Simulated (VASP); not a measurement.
Wanted: the native input for a VASP 6.6.1 run.

| Item | Value |
| --- | --- |
| Task | single point |
| Functional | PBEsol |
| Potentials or basis | VASP PAW PBE potentials, release 64 (Al, Ni) |
| Cutoff | 520 eV |
| k mesh | 16 × 16 × 16 |
| Occupations | gaussian, width 0.15 eV |
| Spin | no spin polarisation |
| Dipole correction | no |
| Further INCAR settings | ALGO = Fast; EDIFF = 1e-07; NBANDS = 14 |

The structure of AlNi lies in POSCAR:

```
AlNi
1.0
    2.8618233745      0.0000000000      0.0000000000
    0.0000000000      2.8618233745      0.0000000000
    0.0000000000      0.0000000000      2.8618233745
Al Ni
1 1
Direct
   -0.0199173717     -0.0199173717      0.0000000000
    0.5091560777      0.5091560777      0.5000000000
```

This cell differs from its parent crystal: atoms displaced along several vibrational modes.

One way to write it, as run:

INCAR

```
SYSTEM = AlNi
PREC     = Accurate       ! precision mode
ENCUT    = 520            ! plane-wave cutoff, eV
EDIFF    = 1E-7           ! SCF threshold, eV
ISMEAR   = 0              ! smearing method
SIGMA    = 0.15           ! smearing width, eV
LREAL    = .False.        ! projectors in reciprocal space
LASPH    = .True.         ! aspherical terms in the spheres
NELM     = 60             ! most SCF steps
ALGO     = Fast           ! electronic algorithm
ISIF     = 2              ! what is computed and relaxed
LWAVE    = .False.        ! write WAVECAR
LCHARG   = .True.         ! write CHGCAR
GGA      = PS             ! functional
LELF     = .True.         ! ELF
LVHAR    = .True.       
NBANDS   = 14             ! bands
```

KPOINTS

```
regular mesh
0
Gamma
  16 16 16
  0 0 0
```

Potentials or basis: VASP PAW PBE potentials, release 64 (Al, Ni).

Run with:

```bash
$ cat potpaw_PBE.64/Al/POTCAR potpaw_PBE.64/Ni/POTCAR > POTCAR
$ mpirun -np 1 vasp_std > vasp.out
```

Results of the run:

| Item | Value |
| --- | --- |
| Pressure | 1.2 GPa |
| Largest force | 0.754 eV/Å |
| Band gap on the k mesh | zero (an odd number of electrons rules out a gap without spin polarisation) |

Caveat: the cell differs from its parent crystal (atoms displaced along several vibrational modes); the PAW data sets were made with another functional, which shifts forces and pressure a little.

Run time: 77 s on 1 thread of Intel(R) Xeon(R) 6975P-C (Granite Rapids) (shared host), peak memory 0.32 GiB.
